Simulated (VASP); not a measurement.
A run of VASP 6.6.1:

INCAR

```
PREC     = Accurate       # precision mode
ENCUT    = 500            # plane-wave cutoff, eV
EDIFF    = 1E-6           # SCF threshold, eV
ISMEAR   = 0              # smearing method
SIGMA    = 0.1            # smearing width, eV
LREAL    = F              # projectors in reciprocal space
LASPH    = T              # aspherical terms in the spheres
NELM     = 120            # most SCF steps
ALGO     = Normal         # electronic algorithm
ISIF     = 2              # what is computed and relaxed
LWAVE    = F              # write WAVECAR
LCHARG   = F              # write CHGCAR
GGA      = PS             # functional
NBANDS   = 16             # bands
GGA_COMPAT= F
```

Contents of KPOINTS:

```
regular mesh
0
Gamma
  6 6 6
```

POSCAR

```
GaSb
1.0
    0.0000000000      2.7243466274      2.7243466274
    2.7243466274      0.0000000000      2.7243466274
    2.7243466274      2.7243466274      0.0000000000
Ga Sb
1 1
Direct
    0.0000000000      0.0000000000      0.0000000000
    0.7500000000      0.7500000000      0.7500000000
```

Potentials or basis: VASP PAW PBE potentials, release 64 (Ga_d, Sb).

Launch:

```console
$ cat potpaw_PBE.64/Ga_d/POTCAR potpaw_PBE.64/Sb/POTCAR > POTCAR
$ mpirun -np 1 vasp_std > vasp.out
```

Hardware: 1 thread of Intel Xeon 6975P-C, on a shared host.

Task: Estimate the wall time of this run.

Result: Wall time 12 s on 1 thread of Intel Xeon 6975P-C, on a shared host, peak memory 0.16 GiB. Counts: scf iterations 12, k points 16.
